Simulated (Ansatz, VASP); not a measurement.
## HgTe in VASP and in Ansatz

```xyz
2
Lattice="0.0000 3.2880 3.2235 3.2880 0.0000 3.2235 3.2880 3.2880 0.0000" Properties=species:S:1:pos:R:3 pbc="T T T"
Hg    0.0000    0.0000    0.0000
Te    4.9320    4.9320    4.8353
```

Change from the starting cell: equal xx and yy strain of +2 %.

Alike in both runs: task single point; functional LDA; k mesh 11 × 11 × 11; occupations fermi-dirac, width 0.03 eV; no spin polarisation.

|  | VASP | Ansatz |
| --- | --- | --- |
| version | VASP 6.6.1 | Ansatz 0.2.0 |
| potentials or method | VASP PAW LDA potentials, release 64 (Hg, Te), cutoff 520 eV | all-electron LAPW, scalar-relativistic |

VASP gave:

* pressure (GPa): -1.7
* traceless stress, the component that is largest in VASP (GPa): 0.23

Q: What did Ansatz give for the same quantities?

A: Pressure (GPa): -1.9; traceless stress, the component that is largest in VASP (GPa): 0.23.

LDA's correlation is that of Perdew and Zunger in VASP and of Perdew and Wang (1992) in Ansatz. Ansatz ran all-electron here, and VASP with PAW potentials.

Neither program's run includes spin-orbit coupling.
